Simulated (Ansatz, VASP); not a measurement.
**H4RuCl: VASP beside Ansatz**

```
H Ru Cl
1.0
     3.95558    0.00000    0.00000
     0.00000    3.95558    0.00000
     0.00000    0.00000    3.95558
H Ru Cl
4 1 1
Direct
  0.14800 0.14800 0.14800
  0.14800 0.85200 0.85200
  0.85200 0.85200 0.14800
  0.85200 0.14800 0.85200
  0.00000 0.00000 0.00000
  0.50000 0.50000 0.50000
```

Change from the starting cell: species swapped into the H4BrN type (P-43m, No. 215).

Alike in both runs: task relaxation of cell and atoms; functional PBE; k mesh 4 × 4 × 4; occupations gaussian, width 0.1 eV; collinear spin.

```csv
,VASP,Ansatz
version,VASP 6.6.1,Ansatz 0.2.0
potentials or method,"VASP PAW PBE potentials, release 64 (H, Ru_pv, Cl), cutoff 600 eV","scalar-relativistic, plane waves, PAW"
valence electrons in the cell,25,27
```

|  | VASP | Ansatz | Ansatz less VASP |
| --- | --- | --- | --- |
| gap on the k mesh at the Fermi level, each at its own relaxed structure (eV) | none | none | - |
| net moment per atom (μB) | 0.17 | 0.17 | 0.000 |
| size of the moment on the site where the two differ most (μB) | 0.98 | 0.47 | -0.510 |
| relaxed volume (Å³/atom) | 12.47 | 12.66 | +0.187 |
| relaxed cell length with the largest relative difference (Å) | 4.214 | 4.235 | +0.0210 |

Site moments also hang on the region over which each program counts them. A gap of «none» marks a metal or a gap that the smearing closes. VASP's potentials hold 25 valence electrons a cell and Ansatz's 27, so a difference there can come from the potentials and not from the codes.

The k mesh is coarse, so the values compare programs but aren't converged. Noted on VASP's run: the volume moved by over 15 % at a fixed basis, so the end points are rough.
